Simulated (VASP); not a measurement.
A run of VASP 6.6.1:

Contents of INCAR:

```
PREC     = Accurate       # precision mode
ENCUT    = 520            # plane-wave cutoff, eV
EDIFF    = 1E-6           # SCF threshold, eV
ISMEAR   = 0              # smearing method
SIGMA    = 0.1            # smearing width, eV
LREAL    = F              # projectors in reciprocal space
LASPH    = T              # aspherical terms in the spheres
NELM     = 80             # most SCF steps
ALGO     = Normal         # electronic algorithm
ISIF     = 2              # what is computed and relaxed
LWAVE    = F              # write WAVECAR
LCHARG   = F              # write CHGCAR
GGA      = PE             # functional
NBANDS   = 46             # bands
```

The input KPOINTS:

```
regular mesh
0
Gamma
  4 2 2
```

Contents of POSCAR:

```
CdS
1.0
    0.0000000000      2.9631291161      2.9631291161
    5.9262582322      2.9631291161     -2.9631291161
   -5.9262582322      2.9631291161     -2.9631291161
Cd S
4 4
Direct
    0.0000000000      0.0000000000      1.0000000000
    0.5000000000      0.5000000000      0.0000000000
    0.5000000000      1.0000000000      0.5000000000
    0.0000000000      0.5000000000      0.5000000000
    0.5000000000      0.1250000000      0.8750000000
    0.0000000000      0.6250000000      0.8750000000
    0.0000000000      0.1250000000      0.3750000000
    0.5000000000      0.6250000000      0.3750000000
```

Potentials or basis: VASP PAW PBE potentials, release 64 (Cd, S).

Command:

```sh
$ cat potpaw_PBE.64/Cd/POTCAR potpaw_PBE.64/S/POTCAR > POTCAR
$ mpirun -np 1 vasp_std > vasp.out
```

Hardware: 1 thread of Intel(R) Xeon(R) 6975P-C (Granite Rapids), on a shared host.

Estimate the wall time of this run.

Wall time 47 s on 1 thread of Intel(R) Xeon(R) 6975P-C (Granite Rapids), with other jobs on the host, peak memory 0.31 GiB. Counts: scf iterations 15, k points 9.
